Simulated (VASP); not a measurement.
Here is a VASP 6.6.1 calculation.

File INCAR:

```
ALGO = Fast ; EDIFF = 1E-6
ENCUT = 520 ; GGA = PE
ISIF = 2 ; ISMEAR = 0
ISPIN = 2 ; LASPH = True
LCHARG = False ; LMAXMIX = 4
LORBIT = 11 ; LREAL = False
LWAVE = False ; MAGMOM = 0.7
NBANDS = 16 ; NELM = 150
NUPDOWN = 0.7 ; PREC = Accurate
SIGMA = 0.15
```

The input KPOINTS:

```
k-points
0
Gamma
  22 22 22
```

The input POSCAR:

```
Ti
1.0
   -1.5235541254      1.5235541254      1.5235541254
    1.5235541254     -1.5235541254      1.5235541254
    1.5235541254      1.5235541254     -1.5235541254
Ti
1
Direct
    0.0000000000      0.0000000000      0.0000000000
```

Potentials or basis: VASP PAW PBE potentials, release 64 (Ti_sv).

Launch:

```bash
$ cat potpaw_PBE.64/Ti_sv/POTCAR > POTCAR
$ mpirun -np 1 vasp_std > vasp.out
```

(1) Estimate the pressure.

Answers

(1) 30.7 GPa.

Caveat: the cell stands under pressure; the total moment is fixed, so each spin has its own Fermi level and the state may be an excited one.
